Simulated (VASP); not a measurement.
Input of a VASP 6.6.1 run:

Contents of INCAR:

```
SYSTEM = SnS2
ALGO     = Normal         ! electronic algorithm
EDIFF    = 1E-7           ! SCF threshold, eV
EDIFFG   = -0.01          ! ionic threshold
ENCUT    = 500            ! plane-wave cutoff, eV
GGA      = PE             ! functional
GGA_COMPAT= .FALSE.      
IBRION   = 2              ! ionic algorithm
ISIF     = 3              ! what is computed and relaxed
ISMEAR   = 0              ! smearing method
IVDW     = 13             ! dispersion correction
LASPH    = .TRUE.         ! aspherical terms in the spheres
LCHARG   = .FALSE.        ! write CHGCAR
LREAL    = .FALSE.        ! projectors in reciprocal space
LWAVE    = .FALSE.        ! write WAVECAR
NELM     = 120            ! most SCF steps
NELMIN   = 4            
NSW      = 80             ! ionic steps
PREC     = Accurate       ! precision mode
PSTRESS  = 50.0         
SIGMA    = 0.01           ! smearing width, eV
```

The input KPOINTS:

```
k-points
0
G
  6 6 4
  0 0 0
```

File POSCAR:

```
SnS2
1.0
    3.6390000000      0.0000000000      0.0000000000
   -1.8195000000      3.1514660000      0.0000000000
    0.0000000000      0.0000000000      5.8680000000
Sn S
1 2
Direct
    0.0000000000      0.0000000000      0.0000000000
    0.3333333333      0.6666666667      0.2500000000
    0.6666666667      0.3333333333      0.7500000000
```

Potentials or basis: VASP PAW PBE potentials, release 64 (Sn_d, S).

Command:

```sh
$ cat potpaw_PBE.64/Sn_d/POTCAR potpaw_PBE.64/S/POTCAR > POTCAR
$ mpirun -np 1 vasp_std > vasp.out
```

Question: Predict the space group after relaxing (to 0.05 Å).

Answer: P-3m1 (No. 164).

Question: Predict the dispersion energy per atom.

Answer: -0.401 eV.

Question: What does it give for the band gap on the k mesh?

Answer: 0.99 eV, indirect (least direct gap 1.54 eV).

Step by step:
```
step  energy change (eV)  largest force (eV/Å)  pressure (GPa)  volume (Å³)
   1              0.0000                0.2456            1.66        67.30
   2              0.1139                0.8642            7.89        62.84
   3              0.0586                0.6430            5.59        64.32
   4              0.0571                0.4339            5.51        63.23
   5              0.1271                0.2061            5.97        60.01
   6              0.0959                0.0178            5.77        60.88
   7              0.0596                0.1241            3.94        61.41
   8              0.0573                0.1373            3.72        61.47
   9              0.1114                0.2427            6.60        59.80
  10              0.0761                0.0347            4.98        60.71
  11              0.0766                0.0381            5.00        60.70
  12              0.0786                0.0235            5.02        60.63
  13              0.0819                0.0011            5.04        60.52
```

Caveat: the cell is relaxed towards a set pressure, so the enthalpy falls and the energy may rise; spin-orbit coupling is left out, which moves the levels of the heavy elements. A k mesh can miss the band edges.
